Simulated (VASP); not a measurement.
# Al: single point with PBE

Al:

```
Al
1.0
     0.00000    2.01996    2.01996
     2.01996    0.00000    2.01996
     2.01996    2.01996    0.00000
Al
1
Direct
  0.00000 0.00000 0.00000
```

```yaml
Program: VASP 6.6.1
Task: single point
Functional: PBE
Potentials_or_basis: VASP PAW PBE potentials, release 64 (Al)
Cutoff: 520 eV
k_mesh: 13 × 13 × 13
Occupations: methfessel-paxton, width 1 eV
Spin: no spin polarisation
```

```
Pressure : 0.0 GPa
```

Levels at points of the mesh, in eV from the Fermi level:
```csv
k point,band 1,band 2,band 3,band 4,band 5
"(0.00, 0.00, 0.00)",-11.13,12.64,12.64,12.64,14.14
```

Run time: 21 s on 1 thread of AMD EPYC 7R13 Processor (Zen 3), with other jobs on the host, peak memory 0.1 GiB.
